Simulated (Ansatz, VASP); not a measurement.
**GaN: VASP beside Ansatz**

```
N Ga
1.0
     3.21626    0.00000    0.00000
    -1.60813    2.78536    0.00000
     0.00000    0.00000   26.16077
N Ga
5 5
Direct
  0.00000 0.00000 0.29362
  0.33333 0.66667 0.38836
  0.66667 0.33333 0.48823
  0.00000 0.00000 0.58876
  0.33333 0.66667 0.69050
  0.33333 0.66667 0.30687
  0.66667 0.33333 0.40950
  0.00000 0.00000 0.51020
  0.33333 0.66667 0.61090
  0.66667 0.33333 0.71306
```

Alike in both runs: functional PBE; k mesh 9 × 9 × 1; occupations gaussian, width 0.05 eV; no spin polarisation.

Ansatz relaxed the structure, and its values are those at the end. VASP's run is a single point on that final structure, the one shown.

|  | VASP | Ansatz |
| --- | --- | --- |
| version | VASP 6.6.1 | Ansatz 0.2.0 |
| potentials or method | VASP PAW PBE potentials, release 64 (N, Ga_d), cutoff 520 eV | scalar-relativistic, plane waves, PAW |
| valence electrons in the cell | 90 | 90 |

|  | VASP | Ansatz | Ansatz less VASP |
| --- | --- | --- | --- |
| gap on the k mesh at the Fermi level (eV) | none | none | - |
| rms of the force components (eV/Å) | 0.007 | 0.003 | -0.0038 |

A gap of «none» marks a metal or a gap that the smearing closes. Ansatz's warnings: xc potential rough in thin density.
